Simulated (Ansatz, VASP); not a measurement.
**Two plane-wave programs on Ti3Al**

```xyz
4
Lattice="2.9275 0.0000 0.0000 -1.4638 2.5353 0.0000 0.0000 0.0000 9.2264" Properties=species:S:1:pos:R:3 pbc="T T T"
Ti    1.4638    0.8451    0.0000
Ti    0.0000    1.6902    6.9253
Ti    0.0000    1.6902    2.3011
Al    1.4638    0.8451    4.6132
```

Alike in both runs: task relaxation of cell and atoms; functional PBEsol; k mesh 8 × 8 × 3; occupations fermi-dirac, width 0.1 eV; no spin polarisation.

|  | VASP | Ansatz |
| --- | --- | --- |
| version | VASP 6.6.1 | Ansatz 0.2.0 |
| potentials or method | VASP PAW PBE potentials, release 64 (Ti_sv, Al) | plane waves, PAW |
| plane-wave cutoff (eV) | 600 | 420 |
| valence electrons in the cell | 39 | 39 |

VASP gave:

| Item | Value |
| --- | --- |
| relaxed volume (Å³/atom) | 16.59 |
| relaxed cell length with the largest relative difference (Å) | 9.132 |

Which values does Ansatz return?

Relaxed volume (Å³/atom): 16.60; relaxed cell length with the largest relative difference (Å): 9.148.

VASP's potentials were made for PBE, not for PBEsol. Ansatz's warnings: stress scf threshold loose.
